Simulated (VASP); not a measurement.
Wanted: the native input for a VASP 6.6.1 run.

* Task: electric field gradients
* Functional: LDA
* Potentials or basis: VASP PAW LDA potentials, release 64 (Ti_sv)
* Cutoff: 520 eV
* k mesh: 14 × 14 × 14
* Occupations: fermi-dirac, width 0.05 eV
* Spin: no spin polarisation
* Dipole correction: no
* Further INCAR settings: ALGO = Normal; EDIFF = 1e-08; NBANDS = 12

The structure of Ti lies in POSCAR:

```
Ti
1.0
    0.0000000000      2.0567135898      2.0567135898
    2.0567135898      0.0000000000      2.0567135898
    2.0567135898      2.0567135898      0.0000000000
Ti
1
Direct
    0.0000000000      0.0000000000      0.0000000000
```

This cell differs from its parent crystal: volume scaled by 1.04.

One way to write it, as run:

INCAR

```
SYSTEM = Ti
PREC = Accurate
ENCUT = 520
EDIFF = 1E-8
ISMEAR = -1
SIGMA = 0.05
LREAL = .FALSE.
LASPH = .TRUE.
NELM = 100
ALGO = Normal
ISIF = 2
LWAVE = .FALSE.
LCHARG = .FALSE.
LEFG = .TRUE.
NBANDS = 12
```

KPOINTS

```
Automatic mesh
0
G
  14 14 14
  0 0 0
```

Potentials or basis: VASP PAW LDA potentials, release 64 (Ti_sv).

Command:

```bash
$ cat potpaw_LDA.64/Ti_sv/POTCAR > POTCAR
$ mpirun -np 1 vasp_std > vasp.out
```

It gave:

```yaml
Pressure: -8.8 GPa
Band_gap_on_the_k_mesh: zero (band 6 reaches 8.81 eV, above the bottom of band 7 at 7.55 eV)
```

Caveat: without QUAD_EFG the Cq values of the log hold for a quadrupole moment of 1 mb, not for the nuclei.

Wall time 10 s on 1 thread of Intel(R) Xeon(R) Platinum 8488C (Sapphire Rapids), on a shared host, peak memory 0.14 GiB.
